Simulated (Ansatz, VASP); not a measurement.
## InP in VASP and in Ansatz

The input INCAR:

```
  ALGO = Normal
  EDIFF = 1E-6
  ENCUT = 520
  GGA = PE
  ISIF = 2
  ISMEAR = 0
  IVDW = 12
  LASPH = True
  LCHARG = False
  LREAL = False
  LWAVE = False
  NBANDS = 16
  NELM = 100
  PREC = Accurate
  SIGMA = 0.01
```

The input KPOINTS:

```
k-points
0
Gamma
  6 6 6
```

File POSCAR:

```
InP
1.0
    0.0000000000      2.9305000000      2.9305000000
    2.9305000000      0.0000000000      2.9305000000
    2.9305000000      2.9305000000      0.0000000000
In P
1 1
Direct
    0.0000000000      0.0000000000      0.0000000000
    0.2500000000      0.2500000000      0.2500000000
```

Input for Ansatz:

```yaml
crystal:
  lattice:
    - [0.0, 2.9305, 2.9305]
    - [2.9305, 0.0, 2.9305]
    - [2.9305, 2.9305, 0.0]
  atoms:
    - { symbol: In, position: [0.0, 0.0, 0.0] }
    - { symbol: P, position: [0.25, 0.25, 0.25] }
basis:
  ecutwfc: 625.0
kpoints:
  mp_grid:
    grid: [6, 6, 6]
hamiltonian:
  xc: pbe
  dispersion: d3bj
scf:
  occupations:
    method: fixed
output:
  forces: true
  stress: true
```

Alike in both runs: task single point; functional PBE; dispersion D3(BJ); k mesh 6 × 6 × 6; no spin polarisation.

```csv
,VASP,Ansatz
version,VASP 6.6.1,Ansatz 0.2.0
potentials or method,"VASP PAW PBE potentials, release 64 (In_d, P), cutoff 520 eV","plane waves, PAW"
occupations,"gaussian, width 0.01 eV",fixed
valence electrons in the cell,18,18
```

```tsv
	VASP	Ansatz	Ansatz less VASP
pressure (GPa)	1.1	1.1	+0.05
```
